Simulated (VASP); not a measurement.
# BaZrO3 (Pm-3m) in VASP: a series of runs

BaZrO3 is run at these levels: LDA, r2SCAN, PBE; tasks: single point, relaxation of cell and atoms.

All numbers are computed with VASP 6.6.1; they aren't measurements. Logs are shortened: lines on timing, memory, paths and dates and some standing lists are left out, and cuts for length are marked.

### Step 1. The cell of the first run

The structure is cubic, space group Pm-3m (No. 221). The conventional cell has a = 4.147 Å, b = 4.147 Å, c = 4.147 Å, α = 90.00°, β = 90.00°, γ = 90.00°. Ba (site symmetry m-3m) has 12 O at 2.93 Å and 8 Zr at 3.59 Å within 3.9 Å. Within 2.7 Å of Zr (site symmetry m-3m) lie 6 O at 2.07 Å. O (site symmetry 4/mmm) has 2 Zr at 2.07 Å within 2.7 Å.

### Step 2. Single point, LDA

The input, INCAR:

```
ALGO = Normal ; EDIFF = 1E-7
ENCUT = 520 ; ISIF = 2
ISMEAR = -1 ; LASPH = T
LCHARG = F ; LREAL = F
LWAVE = F ; NBANDS = 28
NELM = 60 ; PREC = Accurate
SIGMA = 0.05
```

The input, KPOINTS:

```
k-points
0
Gamma
  6 6 6
```

The input, POSCAR:

```
BaZrO3
1.0
    4.1473635006      0.0000000000      0.0000000000
    0.0000000000      4.1473635006      0.0000000000
    0.0000000000      0.0000000000      4.1473635006
Ba Zr O
1 1 3
Direct
    0.0000000000      0.0000000000      0.0000000000
    0.5000000000      0.5000000000      0.5000000000
    0.5000000000      0.5000000000      0.0000000000
    0.5000000000      0.0000000000      0.5000000000
    0.0000000000      0.5000000000      0.5000000000
```

Potentials or basis: VASP PAW LDA potentials, release 64 (Ba_sv, Zr_sv, O).

Command:

```sh
cat potpaw_LDA.64/Ba_sv/POTCAR potpaw_LDA.64/Zr_sv/POTCAR potpaw_LDA.64/O/POTCAR > POTCAR
mpirun -np 1 vasp_std > vasp.out
```

OUTCAR:

```text
EDIFF = 1E-7
   ENCUT = 520
   ISIF = 2
   ISMEAR = -1
   LASPH = T
   LREAL = F
   NELM = 60
   PREC = Accurate

 ion  position               nearest neighbor table
   1  0.000  0.000  0.000-   3 2.93   4 2.93   5 2.93   4 2.93   5 2.93   3 2.93   5 2.93   5 2.93
                             3 2.93   4 2.93   4 2.93   3 2.93   2 3.59   2 3.59   2 3.59   2 3.59
   2  0.500  0.500  0.500-   3 2.07   4 2.07   5 2.07   3 2.07   4 2.07   5 2.07   1 3.59   1 3.59
                             1 3.59   1 3.59   1 3.59   1 3.59   1 3.59   1 3.59
   3  0.500  0.500  0.000-   2 2.07   2 2.07   1 2.93   1 2.93   1 2.93   1 2.93
   4  0.500  0.000  0.500-   2 2.07   2 2.07   1 2.93   1 2.93   1 2.93   1 2.93
   5  0.000  0.500  0.500-   2 2.07   2 2.07   1 2.93   1 2.93   1 2.93   1 2.93

  LATTYP: Found a simple cubic cell.
 ALAT       =     4.1473635006

  Lattice vectors:

 A1 = (   4.1473635006,   0.0000000000,   0.0000000000)
 A2 = (   0.0000000000,   4.1473635006,   0.0000000000)
 A3 = (   0.0000000000,   0.0000000000,   4.1473635006)

Analysis of symmetry for initial positions (statically):
=====================================================================
 Subroutine PRICEL returns:
 Original cell was already a primitive cell.

 Routine SETGRP: Setting up the symmetry group for a
 simple cubic supercell.

 Subroutine GETGRP returns: Found 48 space group operations
 (whereof 48 operations were pure point group operations)
 out of a pool of 48 trial point group operations.

The static configuration has the point symmetry O_h .

Analysis of symmetry for dynamics (positions and initial velocities):
=====================================================================
 Subroutine PRICEL returns:
 Original cell was already a primitive cell.

 Routine SETGRP: Setting up the symmetry group for a
 simple cubic supercell.

 Subroutine GETGRP returns: Found 48 space group operations
 (whereof 48 operations were pure point group operations)
 out of a pool of 48 trial point group operations.

The dynamic configuration has the point symmetry O_h .

 Subroutine INISYM returns: Found 48 space group operations
 (whereof 48 operations are pure point group operations),
 and found     1 'primitive' translations

----------------------------------------------------------------------------------------

                                     Primitive cell

  volume of cell :      71.3372

  direct lattice vectors                    reciprocal lattice vectors
     4.147363501  0.000000000  0.000000000     0.241117037  0.000000000  0.000000000
     0.000000000  4.147363501  0.000000000     0.000000000  0.241117037  0.000000000
     0.000000000  0.000000000  4.147363501     0.000000000  0.000000000  0.241117037

  length of vectors
     4.147363501  4.147363501  4.147363501     0.241117037  0.241117037  0.241117037

  position of ions in fractional coordinates (direct lattice)
     0.000000000  0.000000000  0.000000000
     0.500000000  0.500000000  0.500000000
     0.500000000  0.500000000  0.000000000
     0.500000000  0.000000000  0.500000000
     0.000000000  0.500000000  0.500000000

  ion indices of the primitive-cell ions
   primitive index   ion index
                 1           1
                 2           2
                 3           3
                 4           4
                 5           5

----------------------------------------------------------------------------------------

 KPOINTS: k-points

Automatic generation of k-mesh.
 Grid dimensions read from file:
 generate k-points for:    6    6    6

 Generating k-lattice:

  Cartesian coordinates                     Fractional coordinates (reciprocal lattice)
     0.040186173  0.000000000  0.000000000     0.166666667  0.000000000  0.000000000
     0.000000000  0.040186173  0.000000000     0.000000000  0.166666667  0.000000000
     0.000000000  0.000000000  0.040186173     0.000000000  0.000000000  0.166666667

  Length of vectors
     0.040186173  0.040186173  0.040186173

  Shift w.r.t. Gamma in fractional coordinates (k-lattice)
     0.000000000  0.000000000  0.000000000

 Subroutine IBZKPT returns following result:
 ===========================================

 Found     20 irreducible k-points:

 Following reciprocal coordinates:
            Coordinates               Weight
  0.000000  0.000000  0.000000      1.000000
  0.166667  0.000000  0.000000      6.000000
  0.333333  0.000000  0.000000      6.000000
  0.500000  0.000000  0.000000      3.000000
  0.166667  0.166667  0.000000     12.000000
  0.333333  0.166667  0.000000     24.000000
[... 12 lines left out ...]
  0.500000  0.500000  0.333333      6.000000
  0.500000  0.500000  0.500000      1.000000
   k-points           NKPTS =     20   k-points in BZ     NKDIM =     20   number of bands    NBANDS=     28
   number of dos      NEDOS =    301   number of ions     NIONS =      5
   total plane-waves  NPLWV =  32768
   dimension x,y,z NGX =    32 NGY =   32 NGZ =   32
   dimension x,y,z NGXF=    64 NGYF=   64 NGZF=   64
   ions per type =               1   1   3
   NGX,Y,Z   is equivalent  to a cutoff of  12.83, 12.83, 12.83 a.u.
   NGXF,Y,Z  is equivalent  to a cutoff of  25.65, 25.65, 25.65 a.u.
 SYSTEM =  unknown system
   PREC   = accura    normal or accurate (medium, high low for compatibility)
   ISTART =      0    job   : 0-new  1-cont  2-samecut
   ICHARG =      2    charge: 1-file 2-atom 10-const
   ISPIN  =      1    spin polarized calculation?
   LNONCOLLINEAR =      F non collinear calculations
   LSORBIT =      F    spin-orbit coupling
   LASPH  =      T    aspherical Exc in radial PAW
   ENCUT  =  520.0 eV  38.22 Ry    6.18 a.u.   7.71  7.71  7.71*2*pi/ulx,y,z
   NELM   =     60;   NELMIN=  2; NELMDL= -5     # of ELM steps
   EDIFF  = 0.1E-06   stopping-criterion for ELM
   LREAL  =      F    real-space projection
   EDIFFG = 0.1E-05   stopping-criterion for IOM
   NSW    =      0    number of steps for IOM
   IBRION =     -1    ionic relax: 0-MD 1-quasi-New 2-CG
   NFREE  =      0    steps in history (QN), initial steepest desc. (CG)
   ISIF   =      2    stress and relaxation
   ISYM   =      2    0-nonsym 1-usesym 2-fastsym
   POTIM  = 0.5000    time-step for ionic-motion
   TEBEG  =    0.0;   TEEND  =   0.0 temperature during run
   PSTRESS=    0.0 pullay stress
   NELECT =      40.0000    total number of electrons
   NUPDOWN=      -1.0000    fix difference up-down
   EMIN   =  10.00;   EMAX   =-10.00  energy-range for DOS
   EFERMI =   0.00;   METHOD = LEGACY
   ISMEAR =    -1;   SIGMA  =   0.05  broadening in eV -4-tet -1-fermi 0-gaus
   EFERMI_NEDOS =   21; number of points for ismear=-14 and -15
   IALGO  =     38    algorithm
   IMIX   =      4    mixing-type and parameters
     AMIX     =   0.40;   BMIX     =  1.00
     AMIX_MAG =   1.60;   BMIX_MAG =  1.00
  volume/ion in A,a.u.               =      14.27        96.28
  Fermi-wavevector in a.u.,A,eV,Ry     =   1.349966  2.551065 24.795357  1.822407
  Thomas-Fermi vector in A             =   2.477509
   LORBIT       =      0    0 simple, 1 ext, 2 COOP (PROOUT), +10 PAW based schemes
   GGA     = CA    functional components
   LHFCALC =     F    Hartree Fock is set to
   AEXX    =    0.0000 exact exchange contribution
   IVDW    =     0    specifies the selected vdW correction
   LEPSILON=     F    determine dielectric tensor
   LRPA    =     F    only Hartree local field effects (RPA)
 non-spin polarized calculation
  energy-cutoff  :      520.00
  volume of cell :       71.34
 maximum number of plane-waves:      1936
 NGX is ok and might be reduce to    32
   NGX = 15   NGY = 15   NGZ = 15

 number of electron      40.0000017 magnetization

 Free energy of the ion-electron system (eV)
  ---------------------------------------------------
  ext. energy  EPLUGINS =         0.00000000
  ---------------------------------------------------
  free energy    TOTEN  =       -45.73767194 eV

  energy without entropy =      -45.73767194  energy(sigma->0) =      -45.73767194

 E-fermi :   4.7642     XC(G=0): -11.3943

 val. band max:        3.7033841531   @ k =   0.5000   0.5000   0.5000
 cond. band min:       6.8357500991   @ k =   0.0000   0.0000   0.0000
 fundamental gap:      3.1323659460
 Fermi energy:         4.7641814574

 k-point     1 :       0.0000    0.0000    0.0000
  band No.  band energies     occupation
      1     -42.7635      2.00000
      2     -21.3401      2.00000
      3     -21.1482      2.00000
      4     -21.1482      2.00000
      5     -21.1482      2.00000
      6     -12.4069      2.00000
[... 20 lines left out ...]
     27      11.5400      0.00000
     28      11.5400      0.00000

 k-point     2 :       0.1667    0.0000    0.0000
  band No.  band energies     occupation
      1     -42.7624      2.00000
      2     -21.4202      2.00000
      3     -21.1460      2.00000
      4     -21.1460      2.00000
      5     -21.1233      2.00000
      6     -12.4280      2.00000
[... 20 lines left out ...]
     27      11.5424      0.00000
     28      12.0668      0.00000

 k-point     3 :       0.3333    0.0000    0.0000
  band No.  band energies     occupation
      1     -42.7603      2.00000
      2     -21.5636      2.00000
      3     -21.1416      2.00000
      4     -21.1416      2.00000
      5     -21.0833      2.00000
      6     -12.5667      2.00000
[... 20 lines left out ...]
     27      11.5418      0.00000
     28      11.7522      0.00000

 k-point     4 :       0.5000    0.0000    0.0000
  band No.  band energies     occupation
      1     -42.7593      2.00000
      2     -21.6306      2.00000
      3     -21.1395      2.00000
      4     -21.1395      2.00000
      5     -21.0648      2.00000
      6     -12.6415      2.00000
[... 20 lines left out ...]
     27      11.5343      0.00000
     28      12.4014      0.00000

 k-point     5 :       0.1667    0.1667    0.0000
  band No.  band energies     occupation
      1     -42.7614      2.00000
      2     -21.4393      2.00000
      3     -21.2216      2.00000
      4     -21.1439      2.00000
      5     -21.0849      2.00000
      6     -12.3780      2.00000
[... 20 lines left out ...]
     27      11.9795      0.00000
     28      11.9875      0.00000

 k-point     6 :       0.3333    0.1667    0.0000
  band No.  band energies     occupation
      1     -42.7593      2.00000
      2     -21.5338      2.00000
      3     -21.2351      2.00000
      4     -21.1396      2.00000
      5     -21.0827      2.00000
      6     -12.4396      2.00000
[... 339 lines left out ...]
      5     -21.1596      2.00000
      6     -11.5552      2.00000
[... 20 lines left out ...]
     27      12.1316      0.00000
     28      12.1316      0.00000

 k-point    18 :       0.5000    0.3333    0.3333
  band No.  band energies     occupation
      1     -42.7531      2.00000
      2     -21.4424      2.00000
      3     -21.3534      2.00000
      4     -21.3507      2.00000
      5     -21.1839      2.00000
      6     -11.4886      2.00000
[... 20 lines left out ...]
     27      12.1136      0.00000
     28      12.8499      0.00000

 k-point    19 :       0.5000    0.5000    0.3333
  band No.  band energies     occupation
      1     -42.7521      2.00000
      2     -21.4204      2.00000
      3     -21.4204      2.00000
      4     -21.3492      2.00000
      5     -21.1928      2.00000
      6     -11.3747      2.00000
[... 20 lines left out ...]
     27      12.3935      0.00000
     28      13.2205      0.00000

 k-point    20 :       0.5000    0.5000    0.5000
  band No.  band energies     occupation
      1     -42.7511      2.00000
      2     -21.4173      2.00000
      3     -21.4173      2.00000
      4     -21.4173      2.00000
      5     -21.1817      2.00000
      6     -11.0463      2.00000
[... 20 lines left out ...]
     27      13.0874      0.00000
     28      13.0874      0.00000

------------------------ aborting loop because EDIFF is reached ----------------------------------------

  FORCE on cell =-STRESS in cart. coord.  units (eV):
  Direction    XX          YY          ZZ          XY          YZ          ZX
  --------------------------------------------------------------------------------------
  -------------------------------------------------------------------------------------
  Total        0.6796586      0.6796586      0.6796586      0.0000000      0.0000000     -0.0000000
  in kB       15.2645880     15.2645880     15.2645880      0.0000000      0.0000000     -0.0000000
  external PRESSURE =      15.2645880 kB  Pullay stress =       0.0000000 kB

 VOLUME and BASIS-vectors are now :
 -----------------------------------------------------------------------------
  energy-cutoff  :      520.00
  volume of cell :       71.34
      direct lattice vectors                 reciprocal lattice vectors
     4.147363501  0.000000000  0.000000000     0.241117037  0.000000000  0.000000000
     0.000000000  4.147363501  0.000000000     0.000000000  0.241117037  0.000000000
     0.000000000  0.000000000  4.147363501     0.000000000  0.000000000  0.241117037

 POSITION                                       TOTAL-FORCE (eV/Angst)
 -----------------------------------------------------------------------------------
      0.00000      0.00000      0.00000         0.000000      0.000000      0.000000
      2.07368      2.07368      2.07368         0.000000      0.000000      0.000000
      2.07368      2.07368      0.00000         0.000000      0.000000      0.000000
      2.07368      0.00000      2.07368         0.000000      0.000000      0.000000
      0.00000      2.07368      2.07368         0.000000      0.000000      0.000000
 -----------------------------------------------------------------------------------
    total drift:                                0.000000     -0.000000     -0.000000

  FREE ENERGIE OF THE ION-ELECTRON SYSTEM (eV)
  ---------------------------------------------------
  free  energy   TOTEN  =       -45.7376719380 eV

  energy  without entropy=      -45.7376719380  energy(sigma->0) =      -45.73767194
```

It took 18 s on 1 thread of Intel Xeon Platinum 8559C (Emerald Rapids), shared host; peak memory 0.17 GiB.

Results:

```yaml
Free_energy: -45.7377 eV
Pressure: 1.5 GPa
Band_gap_on_the_k_mesh: 3.13 eV, indirect (least direct gap 3.31 eV)
```

Levels at points of the mesh, in eV from the valence-band top:
```csv
k point,band 16,band 17,band 18,band 19,band 20,band 21,band 22,band 23,band 24,band 25
"(0.00, 0.00, 0.00)",-1.05,-1.05,-0.18,-0.18,-0.18,3.13,3.13,3.13,4.55,4.55
"(0.50, 0.00, 0.00)",-1.82,-1.81,-1.81,-0.40,-0.40,3.62,5.86,5.86,6.45,6.74
"(0.50, 0.50, 0.00)",-2.56,-0.93,-0.93,-0.70,-0.08,5.83,5.83,6.57,6.66,7.88
"(0.50, 0.50, 0.50)",-2.57,-2.57,0.00,0.00,0.00,6.03,6.03,6.03,7.25,7.25
```

Caveat: spin-orbit coupling is left out, which moves the levels of the heavy elements. A k mesh can miss the band edges.

### Step 3. Single point, r2SCAN

This run uses another cell than the first one, of 14.73 Å³/atom, 1.032 times its volume.

POSCAR: that of step 2 with these lines changed.

```diff
@@ -2,5 +2,5 @@
 1.0
-    4.1473635006      0.0000000000      0.0000000000
-    0.0000000000      4.1473635006      0.0000000000
-    0.0000000000      0.0000000000      4.1473635006
+    4.1913400000      0.0000000000      0.0000000000
+    0.0000000000      4.1913400000      0.0000000000
+    0.0000000000      0.0000000000      4.1913400000
 Ba Zr O
```

The input, INCAR.step1:

```
SYSTEM = BaZrO3
PREC = Accurate ; ENCUT = 520
ISMEAR = -1 ; SIGMA = 0.05
LREAL = .FALSE. ; LASPH = .TRUE.
NELM = 100 ; NBANDS = 28
GGA = PE ; ALGO = Normal
EDIFF = 1E-4 ; LWAVE = .TRUE.
LCHARG = .FALSE.
```

The input, INCAR.step2:

```
SYSTEM = BaZrO3
PREC = Accurate ; ENCUT = 520
EDIFF = 1E-6 ; ISMEAR = -1
SIGMA = 0.05 ; LREAL = .FALSE.
LASPH = .TRUE. ; NELM = 100
ALGO = Normal ; ISIF = 2
LWAVE = .FALSE. ; LCHARG = .FALSE.
METAGGA = R2SCAN ; LMIXTAU = .TRUE.
NBANDS = 28 ; ISTART = 1
```

The input, KPOINTS:

```
Automatic mesh
0
G
  6 6 6
  0 0 0
```

Potentials or basis: VASP PAW PBE potentials, release 64 (Ba_sv, Zr_sv, O).

Command:

```sh
cat potpaw_PBE.64/Ba_sv/POTCAR potpaw_PBE.64/Zr_sv/POTCAR potpaw_PBE.64/O/POTCAR > POTCAR
cp INCAR.step1 INCAR
mpirun -np 1 vasp_std > vasp.out
cp INCAR.step2 INCAR
mpirun -np 1 vasp_std > vasp.out
```

Run time: 64 s. Hardware: 1 thread of Intel Xeon Platinum 8559C (Emerald Rapids), shared host; peak memory 0.2 GiB.

Results (log left out):

```
Free energy            : -85.0964 eV
Pressure               : 2.7 GPa
Band gap on the k mesh : 3.70 eV, indirect (least direct gap 3.95 eV)
```

Levels at points of the mesh, in eV from the valence-band top:
| k point | band 17 | band 18 | band 19 | band 20 | band 21 | band 22 | band 23 | band 24 |
| --- | --- | --- | --- | --- | --- | --- | --- | --- |
| (0.00, 0.00, 0.00) | -1.01 | -0.24 | -0.24 | -0.24 | 3.70 | 3.70 | 3.70 | 5.17 |
| (0.50, 0.00, 0.00) | -1.73 | -1.69 | -0.48 | -0.48 | 4.14 | 6.23 | 6.23 | 6.97 |
| (0.50, 0.50, 0.00) | -0.94 | -0.94 | -0.82 | -0.08 | 6.20 | 6.20 | 6.99 | 7.14 |
| (0.50, 0.50, 0.50) | -2.56 | 0.00 | 0.00 | 0.00 | 6.62 | 6.62 | 6.62 | 7.55 |

Caveat: the PAW data sets were made with another functional, which shifts forces and pressure a little; spin-orbit coupling is left out, which moves the levels of the heavy elements.

[end of part 1 of 2]
